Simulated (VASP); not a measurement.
## Hg: single point with LDA

The system is Hg.

```
Hg
1.0
     2.93241    0.00000    0.00000
     0.00000    2.93241    0.00000
     0.00000    0.00000    2.93241
Hg
1
Cartesian
  0.0000 0.0000 0.0000
```

```
Program                : VASP 6.6.1
Task                   : single point
Functional             : LDA
Potentials or basis    : VASP PAW LDA potentials, release 64 (Hg)
Cutoff                 : 520 eV
k mesh                 : 18 × 18 × 18
Occupations            : fermi-dirac, width 0.1 eV
Spin                   : no spin polarisation
Dipole correction      : no
Further INCAR settings : ALGO = Normal; EDIFF = 1e-06; NBANDS = 12
```

```json
{
  "Pressure": "-1.3 GPa",
  "Band gap on the k mesh": "zero (bands 6 and 7 overlap by 6.93 eV)"
}
```

Levels at points of the mesh, in eV from the Fermi level:
```
           k point  band 4  band 5  band 6  band 7  band 8  band 9
(0.00, 0.00, 0.00)   -5.89   -5.89   -5.89   10.37   10.37   10.37
(0.50, 0.00, 0.00)   -6.65   -5.82   -2.62   -2.03   14.50   14.50
(0.50, 0.50, 0.00)   -6.53   -5.21    1.10    1.38    1.38    7.59
(0.50, 0.50, 0.50)   -5.16   -5.16    4.90    4.90    4.90    5.49
```

It took 20 s on 1 thread of Intel(R) Xeon(R) Platinum 8488C (Sapphire Rapids), with other jobs on the host, peak memory 0.18 GiB.

Caveat: spin-orbit coupling is left out, which moves the levels of the heavy elements.
